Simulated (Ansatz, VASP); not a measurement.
**One calculation of MgB2, two programs**

POSCAR

```
MgB2
1.0
    3.0850000000      0.0000000000      0.0000000000
   -1.5425000000      2.6716883707      0.0000000000
    0.0000000000      0.0000000000      3.5230000000
Mg B
1 2
Direct
    0.0000000000      0.0000000000      0.0000000000
    0.3333333333      0.6666666667      0.5000000000
    0.6666666667      0.3333333333      0.5000000000
```

INCAR.step1

```
SYSTEM = MgB2
PREC = Accurate ; ENCUT = 600
ISMEAR = 0 ; SIGMA = 0.1
LREAL = .FALSE. ; LASPH = .TRUE.
NELM = 80 ; GGA = PE
ALGO = Normal ; EDIFF = 1E-4
LWAVE = .TRUE. ; LCHARG = .FALSE.
```

Contents of INCAR.step2:

```
SYSTEM = MgB2
PREC = Accurate ; ENCUT = 600
EDIFF = 1E-7 ; ISMEAR = 0
SIGMA = 0.1 ; LREAL = .FALSE.
LASPH = .TRUE. ; NELM = 80
ALGO = Normal ; ISIF = 3
LWAVE = .FALSE. ; LCHARG = .FALSE.
METAGGA = R2SCAN ; LMIXTAU = .TRUE.
IBRION = 2 ; NSW = 100
EDIFFG = -0.002 ; ISTART = 1
```

File KPOINTS:

```
regular mesh
0
G
  15 15 12
  0 0 0
```

Input for Ansatz:

```yaml
crystal:
  lattice:
    - [3.085, 0.0, 0.0]
    - [-1.5425, 2.6716883707, 0.0]
    - [0.0, 0.0, 3.523]
  atoms:
    - { symbol: Mg, position: [0.0, 0.0, 0.0] }
    - { symbol: B, position: [0.3333333333, 0.6666666667, 0.5] }
    - { symbol: B, position: [0.6666666667, 0.3333333333, 0.5] }
basis:
  ecutwfc: 500
kpoints:
  mp_grid: { grid: [15, 15, 12] }
hamiltonian:
  xc: r2scan
scf:
  occupations: { method: gaussian, width: 0.1 }
output:
  forces: true
  stress: true
  eigenvalues: true
  write_density: true
  write_potential: true
  elf: true
  volumetric_format: npy
relax:
  adjacent_minimum: "off"
  f_tol: 0.002
  max_steps: 80
  cell: { stress_tol: 0.02 }
```

Alike in both runs: task relaxation of cell and atoms; functional r2SCAN; k mesh 15 × 15 × 12; occupations gaussian, width 0.1 eV; no spin polarisation.

|  | VASP | Ansatz |
| --- | --- | --- |
| version | VASP 6.6.1 | Ansatz 0.2.0 |
| potentials or method | VASP PAW PBE potentials, release 64 (Mg, B), cutoff 600 eV | scalar-relativistic, plane waves, PAW |
| valence electrons in the cell | 8 | 16 |

Ansatz gave:

- gap on the k mesh at the Fermi level, each at its own relaxed structure (eV): none
- relaxed volume (Å³/atom): 9.55
- relaxed length of the cell vector where the two differ most in proportion (Å): 3.520

What did VASP give for the same quantities?

gap on the k mesh at the Fermi level, each at its own relaxed structure (eV): none; relaxed volume (Å³/atom): 9.52; relaxed length of the cell vector where the two differ most in proportion (Å): 3.512.

VASP's potentials were made for PBE, not for r2SCAN. A gap of «none» marks a metal or a gap that the smearing closes. VASP's potentials hold 8 valence electrons a cell and Ansatz's 16, so a difference there can come from the potentials and not from the codes.
